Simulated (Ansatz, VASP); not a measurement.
## One calculation of Al2Cu, two programs

```
Al Cu
1.0
    -3.08640    3.08640    2.34140
     3.08640   -3.08640    2.34140
     3.08640    3.08640   -2.34140
Al Cu
4 2
Cartesian
  4.0699 0.9835 0.0000
  2.1029 0.9835 2.3414
  -0.9835 2.1029 2.3414
  0.9835 2.1029 0.0000
  0.0000 0.0000 3.5121
  0.0000 0.0000 1.1707
```

Alike in both runs: task single point; functional PBEsol; k mesh 10 × 10 × 10; occupations gaussian, width 0.15 eV; no spin polarisation.

```csv
,VASP,Ansatz
version,VASP 6.6.1,Ansatz 0.2.0
potentials or method,"VASP PAW PBE potentials, release 64 (Al, Cu), cutoff 520 eV","scalar-relativistic, plane waves, PAW"
valence electrons in the cell,34,50
```

|  | VASP | Ansatz | Ansatz less VASP |
| --- | --- | --- | --- |
| gap on the k mesh at the Fermi level (eV) | none | none | - |
| pressure (GPa) | -2.3 | -2.6 | -0.27 |
| traceless stress, the component that is largest in VASP (GPa) | 5.87 | 5.86 | -0.004 |
| rms of the force components (eV/Å) | 0.065 | 0.063 | -0.0020 |

VASP's potentials were made for PBE, not for PBEsol, and Ansatz warns of the same on its side. Atom by atom the forces differ by 0.002 eV/Å (rms over components). A gap of «none» marks a metal or a gap that the smearing closes. VASP's potentials hold 34 valence electrons a cell and Ansatz's 50, so a difference there can come from the potentials and not from the codes.
